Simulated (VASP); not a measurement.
# Sb (R-3m) in VASP: a series of runs, part 2 of 2

VASP 6.6.1.

## (3) Single point, PBEsol

This run uses another cell than the first one, of 33.23 Å³/atom, 1.023 times its volume.

File INCAR:

```
PREC = Accurate ; ENCUT = 520
EDIFF = 1E-6 ; ISMEAR = -1
SIGMA = 0.15 ; LREAL = F
LASPH = T ; NELM = 100
ALGO = Normal ; ISIF = 2
LWAVE = F ; LCHARG = F
GGA = PS ; NBANDS = 12
```

File KPOINTS:

```
Automatic mesh
0
Gamma
  8 8 8
```

File POSCAR:

```
Sb
1.0
    2.2237378247      1.2838756834      3.8793086739
   -2.2237378247      1.2838756834      3.8793086739
    0.0000000000     -2.5677513669      3.8793086739
Sb
2
Direct
    0.2334900000      0.2334900000      0.2334900000
    0.7665100000      0.7665100000      0.7665100000
```

Potentials or basis: VASP PAW PBE potentials, release 64 (Sb).

Started as:

```bash
cat potpaw_PBE.64/Sb/POTCAR > POTCAR
mpirun -np 1 vasp_std > vasp.out
```

OUTCAR:

```text
PREC = Accurate
   ENCUT = 520
   EDIFF = 1E-6
   ISMEAR = -1
   LREAL = F
   LASPH = T
   NELM = 100
   ISIF = 2
   GGA = PS

 ion  position               nearest neighbor table
   1  0.233  0.233  0.233-   2 3.00   2 3.00   2 3.00   2 3.46   2 3.46   2 3.46
   2  0.767  0.767  0.767-   1 3.00   1 3.00   1 3.00   1 3.46   1 3.46   1 3.46

  LATTYP: Found a trigonal (rhomboedric) cell.
 ALAT       =     4.6521374089
 COS(alpha) =     0.5430253418

  Lattice vectors:

 A1 = (   2.2237378247,   1.2838756834,   3.8793086739)
 A2 = (  -2.2237378247,   1.2838756834,   3.8793086739)
 A3 = (   0.0000000000,  -2.5677513669,   3.8793086739)

Analysis of symmetry for initial positions (statically):
=====================================================================
 Subroutine PRICEL returns:
 Original cell was already a primitive cell.

 Routine SETGRP: Setting up the symmetry group for a
 trigonal (rhombohedral) supercell.

 Subroutine GETGRP returns: Found 12 space group operations
 (whereof 12 operations were pure point group operations)
 out of a pool of 12 trial point group operations.

The static configuration has the point symmetry D_3d.

Analysis of symmetry for dynamics (positions and initial velocities):
=====================================================================
 Subroutine PRICEL returns:
 Original cell was already a primitive cell.

 Routine SETGRP: Setting up the symmetry group for a
 trigonal (rhombohedral) supercell.

 Subroutine GETGRP returns: Found 12 space group operations
 (whereof 12 operations were pure point group operations)
 out of a pool of 12 trial point group operations.

The dynamic configuration has the point symmetry D_3d.

 Subroutine INISYM returns: Found 12 space group operations
 (whereof 12 operations are pure point group operations),
 and found     1 'primitive' translations

----------------------------------------------------------------------------------------

                                     Primitive cell

  volume of cell :      66.4526

  direct lattice vectors                    reciprocal lattice vectors
     2.223737825  1.283875683  3.879308674     0.224846650  0.129815269  0.085925963
    -2.223737825  1.283875683  3.879308674    -0.224846650  0.129815269  0.085925963
     0.000000000 -2.567751367  3.879308674     0.000000000 -0.259630537  0.085925963

  length of vectors
     4.652137409  4.652137409  4.652137452     0.273479965  0.273479965  0.273479957

  position of ions in fractional coordinates (direct lattice)
     0.233490000  0.233490000  0.233490000
     0.766510000  0.766510000  0.766510000

  ion indices of the primitive-cell ions
   primitive index   ion index
                 1           1
                 2           2

----------------------------------------------------------------------------------------

 KPOINTS: Automatic mesh

Automatic generation of k-mesh.
 Grid dimensions read from file:
 generate k-points for:    8    8    8

 Generating k-lattice:

  Cartesian coordinates                     Fractional coordinates (reciprocal lattice)
[... 22 lines left out ...]
  0.125000  0.125000  0.000000      6.000000
[... 16 lines left out ...]
  0.250000  0.125000  0.125000      6.000000
  0.375000  0.125000  0.125000      6.000000
 [... further k-points ...]
   k-points           NKPTS =     65   k-points in BZ     NKDIM =     65   number of bands    NBANDS=     12
   number of dos      NEDOS =    301   number of ions     NIONS =      2
   total plane-waves  NPLWV =  46656
   dimension x,y,z NGX =    36 NGY =   36 NGZ =   36
   dimension x,y,z NGXF=    72 NGYF=   72 NGZF=   72
   ions per type =               2
   NGX,Y,Z   is equivalent  to a cutoff of  12.86, 12.86, 12.86 a.u.
   NGXF,Y,Z  is equivalent  to a cutoff of  25.73, 25.73, 25.73 a.u.
 SYSTEM =  unknown system
   PREC   = accura    normal or accurate (medium, high low for compatibility)
   ISTART =      0    job   : 0-new  1-cont  2-samecut
   ICHARG =      2    charge: 1-file 2-atom 10-const
   ISPIN  =      1    spin polarized calculation?
   LNONCOLLINEAR =      F non collinear calculations
   LSORBIT =      F    spin-orbit coupling
   LASPH  =      T    aspherical Exc in radial PAW
   ENCUT  =  520.0 eV  38.22 Ry    6.18 a.u.   8.65  8.65  8.65*2*pi/ulx,y,z
   NELM   =    100;   NELMIN=  2; NELMDL= -5     # of ELM steps
   EDIFF  = 0.1E-05   stopping-criterion for ELM
   LREAL  =      F    real-space projection
   EDIFFG = 0.1E-04   stopping-criterion for IOM
   NSW    =      0    number of steps for IOM
   IBRION =     -1    ionic relax: 0-MD 1-quasi-New 2-CG
   NFREE  =      0    steps in history (QN), initial steepest desc. (CG)
   ISIF   =      2    stress and relaxation
   ISYM   =      2    0-nonsym 1-usesym 2-fastsym
   POTIM  = 0.5000    time-step for ionic-motion
   TEBEG  =    0.0;   TEEND  =   0.0 temperature during run
   PSTRESS=    0.0 pullay stress
   NELECT =      10.0000    total number of electrons
   NUPDOWN=      -1.0000    fix difference up-down
   EMIN   =  10.00;   EMAX   =-10.00  energy-range for DOS
   EFERMI =   0.00;   METHOD = LEGACY
   ISMEAR =    -1;   SIGMA  =   0.15  broadening in eV -4-tet -1-fermi 0-gaus
   EFERMI_NEDOS =   21; number of points for ismear=-14 and -15
   IALGO  =     38    algorithm
   IMIX   =      4    mixing-type and parameters
     AMIX     =   0.40;   BMIX     =  1.00
     AMIX_MAG =   1.60;   BMIX_MAG =  1.00
  volume/ion in A,a.u.               =      33.23       224.22
  Fermi-wavevector in a.u.,A,eV,Ry     =   0.870771  1.645519 10.316518  0.758243
  Thomas-Fermi vector in A             =   1.989784
   LORBIT       =      0    0 simple, 1 ext, 2 COOP (PROOUT), +10 PAW based schemes
   GGA     = PS    functional components
   LHFCALC =     F    Hartree Fock is set to
   AEXX    =    0.0000 exact exchange contribution
   IVDW    =     0    specifies the selected vdW correction
   LEPSILON=     F    determine dielectric tensor
   LRPA    =     F    only Hartree local field effects (RPA)
 non-spin polarized calculation
  energy-cutoff  :      520.00
  volume of cell :       66.45
 maximum number of plane-waves:      1808
   NGX = 17   NGY = 17   NGZ = 17

 number of electron      10.0000000 magnetization

 Free energy of the ion-electron system (eV)
  ---------------------------------------------------
  ext. energy  EPLUGINS =         0.00000000
  ---------------------------------------------------
  free energy    TOTEN  =        -9.04473527 eV

  energy without entropy =       -9.01248745  energy(sigma->0) =       -9.02861136

 E-fermi :   5.9197     XC(G=0):  -9.2675

 val. band max:        5.7185217603   @ k =   0.5000  -0.0000   0.0000
 cond. band min:       5.9201099386   @ k =   0.3750   0.2500   0.2500
 fundamental gap:      0.2015881783
 Fermi energy:         5.9197285186

 k-point     1 :       0.0000    0.0000    0.0000
  band No.  band energies     occupation
      1      -6.0373      2.00000
      2       0.7012      2.00000
      3       4.1630      1.99998
      4       4.3777      1.99993
      5       4.3777      1.99993
      6       7.9816      0.00000
      7       8.5153      0.00000
      8       8.5153      0.00000
      9      11.1278      0.00000
     10      11.1278      0.00000
     11      11.2100      0.00000
     12      12.6747      0.00000
[... 331 lines left out ...]
 k-point    24 :       0.3750    0.1250    0.1250
  band No.  band energies     occupation
      1      -5.1425      2.00000
      2      -1.4695      2.00000
      3       2.9950      2.00000
      4       4.6268      1.99964
      5       5.9684      0.83930
      6       6.0797      0.51209
      7       6.6966      0.01121
      8       8.8018      0.00000
      9      10.9761      0.00000
     10      11.9786      0.00000
     11      13.0935      0.00000
     12      14.5583      0.00000

 [... further k-points ...]

------------------------ aborting loop because EDIFF is reached ----------------------------------------

  FORCE on cell =-STRESS in cart. coord.  units (eV):
  Direction    XX          YY          ZZ          XY          YZ          ZX
  --------------------------------------------------------------------------------------
  -------------------------------------------------------------------------------------
  Total       -1.8686954     -1.8686956     -1.6559192      0.0000000      0.0000000      0.0000000
  in kB      -45.0543743    -45.0543779    -39.9243258      0.0000000      0.0000000      0.0000000
  external PRESSURE =     -43.3443593 kB  Pullay stress =       0.0000000 kB

 VOLUME and BASIS-vectors are now :
 -----------------------------------------------------------------------------
  energy-cutoff  :      520.00
  volume of cell :       66.45
      direct lattice vectors                 reciprocal lattice vectors
     2.223737825  1.283875683  3.879308674     0.224846650  0.129815269  0.085925963
    -2.223737825  1.283875683  3.879308674    -0.224846650  0.129815269  0.085925963
     0.000000000 -2.567751367  3.879308674     0.000000000 -0.259630537  0.085925963

 POSITION                                       TOTAL-FORCE (eV/Angst)
 -----------------------------------------------------------------------------------
      0.00000     -0.00000      2.71734         0.000000      0.000000     -0.257471
      0.00000     -0.00000      8.92059         0.000000     -0.000000      0.257471
 -----------------------------------------------------------------------------------
    total drift:                                0.000000     -0.000000     -0.000000

  FREE ENERGIE OF THE ION-ELECTRON SYSTEM (eV)
  ---------------------------------------------------
  free  energy   TOTEN  =        -9.0447352700 eV

  energy  without entropy=       -9.0124874509  energy(sigma->0) =       -9.02861136
```

OSZICAR:

```text
N       E                     dE             d eps       ncg     rms          rms(c)
DAV:   1     0.338450324154E+02    0.33845E+02   -0.34414E+03  1560   0.642E+02
DAV:   2    -0.703160610031E+01   -0.40877E+02   -0.39394E+02  2052   0.106E+02
DAV:   3    -0.903730431181E+01   -0.20057E+01   -0.19766E+01  1912   0.257E+01
DAV:   4    -0.905666874687E+01   -0.19364E-01   -0.19361E-01  1772   0.298E+00
DAV:   5    -0.905692593354E+01   -0.25719E-03   -0.25718E-03  1924   0.380E-01    0.247E+00
DAV:   6    -0.904960241230E+01    0.73235E-02   -0.19688E-03  1772   0.264E-01    0.146E+00
DAV:   7    -0.904468243320E+01    0.49200E-02   -0.50221E-03  1824   0.406E-01    0.696E-02
DAV:   8    -0.904472862195E+01   -0.46189E-04   -0.12154E-04  1924   0.705E-02    0.168E-02
DAV:   9    -0.904473542521E+01   -0.68033E-05   -0.90086E-06  1856   0.178E-02    0.286E-03
DAV:  10    -0.904473527004E+01    0.15518E-06   -0.11657E-06  1288   0.577E-03
   1 F= -.90447353E+01 E0= -.90286114E+01  d E =-.322478E-01
```

Wall time 27 s (1 thread of AMD EPYC 7R13 (Zen 3), shared host); peak memory 0.2 GiB.

Results:

* Free energy: -9.0447 eV
* Pressure: -4.3 GPa
* Largest force: 0.257 eV/Å
* Band gap on the k mesh: zero (band 5 reaches 5.97 eV, above the bottom of band 6 at 5.72 eV)

Forces on the atoms (eV/Å):
```
Sb   0.000  0.000 -0.257
Sb   0.000  0.000  0.257
```

Stress tensor (GPa, compression positive):
```
-4.51  0.00  0.00
 0.00 -4.51  0.00
 0.00  0.00 -3.99
```

Caveat: the PAW data sets were made with another functional, which shifts forces and pressure a little; spin-orbit coupling is left out, which moves the levels of the heavy elements.
